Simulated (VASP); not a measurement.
Crystal: Mo.

```
Mo
1.0
    -1.57642    1.57642    1.57642
     1.57642   -1.57642    1.57642
     1.57642    1.57642   -1.57642
Mo
1
Direct
  0.00000 0.00000 0.00000
```

Base run:

```yaml
Program: VASP 6.6.1
Functional: r2SCAN
Potentials_or_basis: VASP PAW PBE potentials, release 64 (Mo_sv)
Cutoff: 520 eV
k_mesh: 23 × 23 × 23
Occupations: fermi-dirac, width 0.1 eV
Spin: no spin polarisation
```

Its results: band gap on the k mesh zero (band 7 reaches 16.50 eV, above the bottom of band 8 at 11.09 eV); pressure 0.6 GPa.

Task: The run is repeated on the same cell with these changes: k mesh from 23 × 23 × 23 to 14 × 14 × 14. What comes out?

Result: Band gap on the k mesh zero (band 7 reaches 16.63 eV, above the bottom of band 8 at 11.09 eV); pressure 1.1 GPa.

Caveats: the PAW data sets were made with another functional, which shifts forces and pressure a little.
